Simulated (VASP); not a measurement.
A run of VASP 6.6.1 is set up as follows.

Contents of INCAR:

```
SYSTEM = C19O
PREC = Accurate
ENCUT = 520
EDIFF = 1E-6
ISMEAR = -1
SIGMA = 0.05
LREAL = Auto
LASPH = .True.
NELM = 100
ALGO = Normal
ISIF = 2
LWAVE = .False.
LCHARG = .True.
GGA = PS
LELF = .True.
LVHAR = .True.
NBANDS = 57
```

KPOINTS

```
Automatic mesh
0
Gamma
  2 2 1
  0 0 0
```

POSCAR

```
C19O
1.0
    7.3980000000      0.0000000000      0.0000000000
   -3.6990000000      6.4068560000      0.0000000000
    0.0000000000      0.0000000000     12.0000000000
C O
19 1
Direct
   -0.0077277741     -0.0112975097      0.0666637343
    0.2155537643      0.1002868327      0.0666234824
   -0.0069147867      0.3228026696      0.0666470280
    0.2146930998      0.4335876129      0.0666202660
   -0.0069529746      0.6553305483      0.0665654756
    0.2147415209      0.7661556255      0.0665337633
    0.3264408106     -0.0104713452      0.0665473580
    0.5480122143      0.1002567040      0.0665977777
    0.3263973980      0.3219818241      0.0666351358
    0.5480357293      0.4327499995      0.0666186350
    0.3255894650      0.6553722950      0.0665605722
    0.5488876507      0.7669690736      0.0666286473
    0.6597318394     -0.0113248767      0.0666337471
    0.8813703283      0.0993939010      0.0666651478
    0.6589032185      0.3220218956      0.0666164669
    0.8822079568      0.4336113987      0.0665862906
    0.6597598036      0.6561675787      0.0666393067
    0.8813620189      0.7669386144      0.0666406489
    0.1490719975      0.6843721287      0.3421391006
    0.0919477996      0.5150949493      0.3638373557
```

Potentials or basis: VASP PAW PBE potentials, release 64 (C, O).

Launch:

```sh
$ cat potpaw_PBE.64/C/POTCAR potpaw_PBE.64/O/POTCAR > POTCAR
$ mpirun -np 1 vasp_std > vasp.out
```

(1) Estimate the band gap on the k mesh.

(2) Estimate the largest force.

## Answers

(1) 0.08 eV.

(2) 0.994 eV/Å.

Caveat: the k points lie up to 0.49 Å⁻¹ apart; there is no dipole correction, which matters where the two faces differ; semilocal functionals underestimate gaps, and a narrow one can read as zero; the PAW data sets were made with another functional, which shifts forces and pressure a little.
